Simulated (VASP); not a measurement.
# SnSe2 in VASP: a series of runs, part 2 of 2

VASP 6.6.1. The steps go on from the part before.

**3. Single point, PBE**

This run uses another cell than the first one, of 55.93 Å³/atom, 1.189 times its volume.

Contents of INCAR:

```
PREC = Accurate
ENCUT = 520
EDIFF = 1E-7
ISMEAR = 0
SIGMA = 0.1
LREAL = False
LASPH = True
NELM = 80
ALGO = Normal
ISIF = 2
LWAVE = False
LCHARG = False
GGA = PE
NBANDS = 20
```

Contents of KPOINTS:

```
Automatic mesh
0
Gamma
  10 10 8
```

Contents of POSCAR:

```
SnSe2
1.0
    5.2671946761      0.0000000000      0.0000000000
    0.0000000000      5.2671946761      0.0000000000
    0.0000000000      0.0000000000      6.0481081502
Sn Se
1 2
Direct
    0.0000000000      0.0000000000      0.5000000000
    0.5000000000      0.0000000000      0.5000000000
    0.0000000000      0.5000000000      0.5000000000
```

Potentials or basis: VASP PAW PBE potentials, release 64 (Sn_d, Se).

On the command line:

```bash
$ cat potpaw_PBE.64/Sn_d/POTCAR potpaw_PBE.64/Se/POTCAR > POTCAR
$ mpirun -np 1 vasp_std > vasp.out
```

OUTCAR:

```text
PREC = Accurate
   ENCUT = 520
   EDIFF = 1E-7
   ISMEAR = 0
   LREAL = False
   LASPH = True
   NELM = 80
   ISIF = 2
   GGA = PE

 ion  position               nearest neighbor table
   1  0.000  0.000  0.500-   2 2.63   3 2.63   3 2.63   2 2.63
   2  0.500  0.000  0.500-   1 2.63   1 2.63
   3  0.000  0.500  0.500-   1 2.63   1 2.63

  LATTYP: Found a simple tetragonal cell.
 ALAT       =     5.2671946761
 C/A-ratio  =     1.1482598465

  Lattice vectors:

 A1 = (   5.2671946761,   0.0000000000,   0.0000000000)
 A2 = (   0.0000000000,   5.2671946761,   0.0000000000)
 A3 = (   0.0000000000,   0.0000000000,   6.0481081502)

Analysis of symmetry for initial positions (statically):
=====================================================================
 Subroutine PRICEL returns:
 Original cell was already a primitive cell.

 Routine SETGRP: Setting up the symmetry group for a
 simple tetragonal supercell.

 Subroutine GETGRP returns: Found 16 space group operations
 (whereof 16 operations were pure point group operations)
 out of a pool of 16 trial point group operations.

[... 156 lines left out ...]

 Free energy of the ion-electron system (eV)
  ---------------------------------------------------
  ext. energy  EPLUGINS =         0.00000000
  ---------------------------------------------------
  free energy    TOTEN  =        -9.79662005 eV

  energy without entropy =       -9.78622557  energy(sigma->0) =       -9.79142281

 E-fermi :  -1.0633     XC(G=0):  -5.8582

 val. band max:       -1.1761747172   @ k =   0.2000   0.1000   0.5000
 cond. band min:      -1.0461890271   @ k =   0.2000   0.2000   0.0000
 fundamental gap:      0.1299856900
 Fermi energy:        -1.0633247637

 k-point     1 :       0.0000    0.0000    0.0000
  band No.  band energies     occupation
      1     -22.8048      2.00000
      2     -22.7245      2.00000
      3     -22.7162      2.00000
      4     -22.7162      2.00000
      5     -22.6013      2.00000
      6     -13.8449      2.00000
[... 541 lines left out ...]
     19       6.1420      0.00000
     20       6.2937      0.00000

 [... further k-points ...]
[... 5 lines left out ...]
  --------------------------------------------------------------------------------------
  -------------------------------------------------------------------------------------
  Total        0.0073580      0.0073580      0.0189915      0.0000000     -0.0000000      0.0000000
  in kB        0.0702577      0.0702577      0.1813388      0.0000000     -0.0000000      0.0000000
  external PRESSURE =       0.1072847 kB  Pullay stress =       0.0000000 kB

 VOLUME and BASIS-vectors are now :
 -----------------------------------------------------------------------------
  energy-cutoff  :      520.00
  volume of cell :      167.79
      direct lattice vectors                 reciprocal lattice vectors
     5.267194676  0.000000000  0.000000000     0.189854384  0.000000000  0.000000000
     0.000000000  5.267194676  0.000000000     0.000000000  0.189854384  0.000000000
     0.000000000  0.000000000  6.048108150     0.000000000  0.000000000  0.165340959

 POSITION                                       TOTAL-FORCE (eV/Angst)
 -----------------------------------------------------------------------------------
      0.00000      0.00000      3.02405         0.000000      0.000000      0.000000
      2.63360      0.00000      3.02405         0.000000      0.000000      0.000000
      0.00000      2.63360      3.02405         0.000000      0.000000      0.000000
 -----------------------------------------------------------------------------------
    total drift:                               -0.000000     -0.000000     -0.000000

  FREE ENERGIE OF THE ION-ELECTRON SYSTEM (eV)
  ---------------------------------------------------
  free  energy   TOTEN  =        -9.7966200528 eV

  energy  without entropy=       -9.7862255686  energy(sigma->0) =       -9.79142281
```

It took 2.9 min on 1 thread of AMD EPYC 9R45 (Zen 5), shared host; peak memory 0.46 GiB.

What came out:

| Property | Result |
| --- | --- |
| Free energy | -9.7966 eV |
| Pressure | 0.0 GPa |
| Band gap on the k mesh | zero (band 13 reaches -0.29 eV, above the bottom of band 14 at -1.32 eV) |

Caveat: spin-orbit coupling is left out, which moves the levels of the heavy elements.

**4. Single point, PBE**

This run uses another cell than the first one, of 55.93 Å³/atom, 1.189 times its volume.

Contents of INCAR:

```
ALGO     = Normal         # electronic algorithm
EDIFF    = 1E-6           # SCF threshold, eV
ENCUT    = 520            # plane-wave cutoff, eV
GGA      = PE             # functional
ISIF     = 2              # what is computed and relaxed
ISMEAR   = 0              # smearing method
LASPH    = T              # aspherical terms in the spheres
LCHARG   = F              # write CHGCAR
LREAL    = F              # projectors in reciprocal space
LWAVE    = F              # write WAVECAR
NBANDS   = 20             # bands
NELM     = 100            # most SCF steps
PREC     = Accurate       # precision mode
SIGMA    = 0.1            # smearing width, eV
```

Contents of KPOINTS:

```
k-points
0
Gamma
  10 10 10
```

POSCAR is that of step 3.

On the command line:

```bash
$ cat potpaw_PBE.64/Sn_d/POTCAR potpaw_PBE.64/Se/POTCAR > POTCAR
$ mpirun -np 1 vasp_std > vasp.out
```

It took 2.9 min on 1 thread of AMD EPYC 9R45 (Zen 5), shared host; peak memory 0.51 GiB.

Results (log left out):

```
Free energy            : -9.7966 eV
Pressure               : 0.0 GPa
Band gap on the k mesh : zero (band 13 reaches -0.29 eV, above the bottom of band 14 at -1.32 eV)
```

Levels at points of the mesh, in eV from the Fermi level:
```
           k point  band 10  band 11  band 12  band 13  band 14  band 15  band 16  band 17
(0.00, 0.00, 0.00)    -4.33    -2.12    -0.32    -0.24    -0.24     3.33     3.87     6.65
(0.50, 0.00, 0.00)    -1.50    -1.17    -0.87    -0.86     1.42     2.33     3.61     5.11
(0.50, 0.50, 0.00)    -0.81    -0.81    -0.68     0.77     0.77     2.79     2.79     3.05
(0.00, 0.00, 0.50)    -4.32    -2.30    -0.38    -0.24    -0.24     3.08     6.04     6.07
(0.50, 0.00, 0.50)    -1.65    -1.15    -0.97    -0.87     1.45     2.09     3.63     6.33
(0.50, 0.50, 0.50)    -0.91    -0.91    -0.68     0.47     0.77     2.82     2.82     3.14
```

Caveat: spin-orbit coupling is left out, which moves the levels of the heavy elements.

**5. The runs side by side**

```csv
cell,k mesh,gap on the mesh (eV),pressure (GPa)
"a = 5.303, b = 5.303, c = 5.019 Å, 3 atoms",4 × 4 × 4,none,0.3
"a = 5.267, b = 5.267, c = 6.048 Å, 3 atoms",10 × 10 × 8,none,0.0
"a = 5.267, b = 5.267, c = 6.048 Å, 3 atoms",10 × 10 × 10,none,0.0
```

Alike in all rows: task single point; level PBE; potentials or basis VASP PAW PBE potentials, release 64 (Sn_d, Se); no spin polarisation; cutoff (eV) 520; smearing gaussian 0.1 eV.

Caveats: spin-orbit coupling is left out, which moves the levels of the heavy elements.

Total energies depend on the potentials used, so only differences within one code and one set of settings carry meaning.
